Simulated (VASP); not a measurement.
# SiC (F-43m) in VASP: single point with PBEsol

Aim: the single point of SiC with PBEsol.

Everything below comes from runs of VASP 6.6.1. Logs are shortened: lines on timing, memory, paths and dates and some standing lists are left out, and cuts for length are marked.

**Measured values to compare with.**

From “Insight into the structural, elastic and electronic properties of a new orthorhombic 6O-SiC polytype”, 2020, pmc:7200658, for a bulk crystal of SiC: band gap 2.4 eV (indirect).

How close the calculation comes is told below.

## (1) The cell of the first run

Symmetry: F-43m, No. 216, cubic system. The conventional cell has a = 4.357 Å, b = 4.357 Å, c = 4.357 Å, α = 90.00°, β = 90.00°, γ = 90.00°. Within 2.5 Å of Si (site symmetry -43m) lie 4 C at 1.89 Å. C (site symmetry -43m) has 4 Si at 1.89 Å within 2.5 Å.

## (2) Single point, PBEsol

Input file INCAR:

```
  PREC = Accurate
  ENCUT = 520
  EDIFF = 1E-7
  ISMEAR = 0
  SIGMA = 0.02
  LREAL = F
  LASPH = T
  NELM = 60
  ALGO = Normal
  ISIF = 2
  LWAVE = F
  LCHARG = F
  GGA = PS
  NBANDS = 11
```

Input file KPOINTS:

```
regular mesh
0
Gamma
  12 12 12
```

Input file POSCAR:

```
SiC
1.0
    0.0000000000      2.1784000831      2.1784000831
    2.1784000831      0.0000000000      2.1784000831
    2.1784000831      2.1784000831      0.0000000000
Si C
1 1
Direct
    0.0000000000      0.0000000000      0.0000000000
    0.7500000000      0.7500000000      0.7500000000
```

Potentials or basis: VASP PAW PBE potentials, release 64 (Si, C).

Launch:

```console
$ cat potpaw_PBE.64/Si/POTCAR potpaw_PBE.64/C/POTCAR > POTCAR
$ mpirun -np 1 vasp_std > vasp.out
```

OUTCAR:

```text
PREC = Accurate
   ENCUT = 520
   EDIFF = 1E-7
   ISMEAR = 0
   LREAL = F
   LASPH = T
   NELM = 60
   ISIF = 2
   GGA = PS

 ion  position               nearest neighbor table
   1  0.000  0.000  0.000-   2 1.89   2 1.89   2 1.89   2 1.89
   2  0.750  0.750  0.750-   1 1.89   1 1.89   1 1.89   1 1.89

  LATTYP: Found a face centered cubic cell.
 ALAT       =     4.3568001662

  Lattice vectors:

 A1 = (   0.0000000000,   2.1784000831,   2.1784000831)
 A2 = (   2.1784000831,   0.0000000000,   2.1784000831)
 A3 = (   2.1784000831,   2.1784000831,   0.0000000000)

Analysis of symmetry for initial positions (statically):
=====================================================================
 Subroutine PRICEL returns:
 Original cell was already a primitive cell.

 Routine SETGRP: Setting up the symmetry group for a
 face centered cubic supercell.

 Subroutine GETGRP returns: Found 24 space group operations
 (whereof 24 operations were pure point group operations)
 out of a pool of 48 trial point group operations.

The static configuration has the point symmetry T_d .

Analysis of symmetry for dynamics (positions and initial velocities):
=====================================================================
 Subroutine PRICEL returns:
 Original cell was already a primitive cell.

 Routine SETGRP: Setting up the symmetry group for a
 face centered cubic supercell.

 Subroutine GETGRP returns: Found 24 space group operations
 (whereof 24 operations were pure point group operations)
 out of a pool of 48 trial point group operations.

The dynamic configuration has the point symmetry T_d .

 Subroutine INISYM returns: Found 24 space group operations
 (whereof 24 operations are pure point group operations),
 and found     1 'primitive' translations

----------------------------------------------------------------------------------------

                                     Primitive cell

  volume of cell :      20.6749

  direct lattice vectors                    reciprocal lattice vectors
     0.000000000  2.178400083  2.178400083    -0.229526249  0.229526249  0.229526249
     2.178400083  0.000000000  2.178400083     0.229526249 -0.229526249  0.229526249
     2.178400083  2.178400083  0.000000000     0.229526249  0.229526249 -0.229526249

  length of vectors
     3.080722942  3.080722942  3.080722942     0.397551125  0.397551125  0.397551125

  position of ions in fractional coordinates (direct lattice)
     0.000000000  0.000000000  0.000000000
     0.750000000  0.750000000  0.750000000

  ion indices of the primitive-cell ions
   primitive index   ion index
                 1           1
                 2           2

[... 84 lines left out ...]
   EMIN   =  10.00;   EMAX   =-10.00  energy-range for DOS
   EFERMI =   0.00;   METHOD = LEGACY
   ISMEAR =     0;   SIGMA  =   0.02  broadening in eV -4-tet -1-fermi 0-gaus
   EFERMI_NEDOS =   21; number of points for ismear=-14 and -15
   IALGO  =     38    algorithm
   IMIX   =      4    mixing-type and parameters
     AMIX     =   0.40;   BMIX     =  1.00
     AMIX_MAG =   1.60;   BMIX_MAG =  1.00
  volume/ion in A,a.u.               =      10.34        69.76
  Fermi-wavevector in a.u.,A,eV,Ry     =   1.192954  2.254357 19.362999  1.423140
  Thomas-Fermi vector in A             =   2.328980
   LORBIT       =      0    0 simple, 1 ext, 2 COOP (PROOUT), +10 PAW based schemes
   GGA     = PS    functional components
   LHFCALC =     F    Hartree Fock is set to
   AEXX    =    0.0000 exact exchange contribution
   IVDW    =     0    specifies the selected vdW correction
   LEPSILON=     F    determine dielectric tensor
   LRPA    =     F    only Hartree local field effects (RPA)
 non-spin polarized calculation
 Gauss-broadening in eV      SIGMA  =   0.02
  energy-cutoff  :      520.00
  volume of cell :       20.67
 maximum number of plane-waves:       568
   NGX = 11   NGY = 11   NGZ = 11

 number of electron       8.0000001 magnetization

 Free energy of the ion-electron system (eV)
  ---------------------------------------------------
  ext. energy  EPLUGINS =         0.00000000
  ---------------------------------------------------
  free energy    TOTEN  =       -15.91509698 eV

  energy without entropy =      -15.91509698  energy(sigma->0) =      -15.91509698

 E-fermi :   8.1976     XC(G=0): -11.5085

 val. band max:        8.0657063962   @ k =   0.0000   0.0000   0.0000
 cond. band min:       9.2989056995   @ k =   0.5000   0.5000   0.0000
 fundamental gap:      1.2331993033
 Fermi energy:         8.1976200868

 k-point     1 :       0.0000    0.0000    0.0000
  band No.  band energies     occupation
      1      -7.3649      2.00000
      2       8.0657      2.00000
      3       8.0657      2.00000
      4       8.0657      2.00000
      5      14.2626      0.00000
      6      15.3140      0.00000
      7      15.3140      0.00000
      8      15.3140      0.00000
      9      22.5269      0.00000
     10      22.5269      0.00000
     11      24.3412      0.00000
[... 309 lines left out ...]
 k-point    24 :      -0.4167    0.1667    0.0000
  band No.  band energies     occupation
      1      -3.4339      2.00000
      2      -0.0030      2.00000
      3       4.9546      2.00000
      4       6.5435      2.00000
      5      13.1132      0.00000
      6      15.7266      0.00000
      7      16.5317      0.00000
      8      19.1767      0.00000
      9      22.6369      0.00000
     10      23.3905      0.00000
     11      26.0875      0.00000

 [... further k-points ...]

------------------------ aborting loop because EDIFF is reached ----------------------------------------

  FORCE on cell =-STRESS in cart. coord.  units (eV):
  Direction    XX          YY          ZZ          XY          YZ          ZX
  --------------------------------------------------------------------------------------
  -------------------------------------------------------------------------------------
  Total        0.0457432      0.0457432      0.0457432     -0.0000000     -0.0000000     -0.0000000
  in kB        3.5448224      3.5448224      3.5448224     -0.0000000     -0.0000000     -0.0000000
  external PRESSURE =       3.5448224 kB  Pullay stress =       0.0000000 kB

 VOLUME and BASIS-vectors are now :
 -----------------------------------------------------------------------------
  energy-cutoff  :      520.00
  volume of cell :       20.67
      direct lattice vectors                 reciprocal lattice vectors
     0.000000000  2.178400083  2.178400083    -0.229526249  0.229526249  0.229526249
     2.178400083  0.000000000  2.178400083     0.229526249 -0.229526249  0.229526249
     2.178400083  2.178400083  0.000000000     0.229526249  0.229526249 -0.229526249

 POSITION                                       TOTAL-FORCE (eV/Angst)
 -----------------------------------------------------------------------------------
      0.00000      0.00000      0.00000         0.000000      0.000000      0.000000
      3.26760      3.26760      3.26760        -0.000000     -0.000000     -0.000000
 -----------------------------------------------------------------------------------
    total drift:                               -0.000000     -0.000000     -0.000000

  FREE ENERGIE OF THE ION-ELECTRON SYSTEM (eV)
  ---------------------------------------------------
  free  energy   TOTEN  =       -15.9150969778 eV

  energy  without entropy=      -15.9150969778  energy(sigma->0) =      -15.91509698
```

OSZICAR:

```text
N       E                     dE             d eps       ncg     rms          rms(c)
DAV:   1     0.238421843347E+01    0.23842E+01   -0.39091E+03  1643   0.608E+02
DAV:   2    -0.171132295869E+02   -0.19497E+02   -0.18614E+02  1989   0.109E+02
DAV:   3    -0.177124927682E+02   -0.59926E+00   -0.59824E+00  1967   0.162E+01
DAV:   4    -0.177147164379E+02   -0.22237E-02   -0.22235E-02  1840   0.125E+00
DAV:   5    -0.177147265454E+02   -0.10108E-04   -0.10107E-04  1954   0.774E-02    0.875E+00
DAV:   6    -0.159948052606E+02    0.17199E+01   -0.60400E+00  1779   0.109E+01    0.393E+00
DAV:   7    -0.159297048817E+02    0.65100E-01   -0.37318E-01  1896   0.344E+00    0.177E+00
DAV:   8    -0.159152725854E+02    0.14432E-01   -0.20920E-02  1800   0.920E-01    0.164E-01
DAV:   9    -0.159150514137E+02    0.22117E-03   -0.17168E-03  1943   0.219E-01    0.110E-01
DAV:  10    -0.159150965703E+02   -0.45157E-04   -0.12383E-04  1827   0.702E-02    0.250E-02
DAV:  11    -0.159150966943E+02   -0.12400E-06   -0.12533E-05  1913   0.193E-02    0.578E-03
DAV:  12    -0.159150969539E+02   -0.25955E-06   -0.74087E-07  1839   0.521E-03    0.709E-04
DAV:  13    -0.159150969778E+02   -0.23965E-07   -0.20241E-08  1047   0.963E-04
   1 F= -.15915097E+02 E0= -.15915097E+02  d E =-.250488E-23
```

It took 14 s on 1 thread of Intel Xeon 8259CL, shared host; peak memory 0.14 GiB.

Results:

```
Free energy            : -15.9151 eV
Pressure               : 0.4 GPa
Band gap on the k mesh : 1.23 eV (least direct gap 4.44 eV)
```

Caveat: the PAW data sets were made with another functional, which shifts forces and pressure a little.

## (3) Against experiment

Step 2. Measured gap of SiC: 2.4 eV (indirect; quoted in “Insight into the structural, elastic and electronic properties of a new orthorhombic 6O-SiC polytype”, 2020, pmc:7200658). This calculation gives 1.23 eV (-1.17 eV). The value is that of PBEsol on a finite k mesh, which can miss the band edges, without temperature or zero-point motion. Semilocal functionals fall short of measured gaps as a rule.
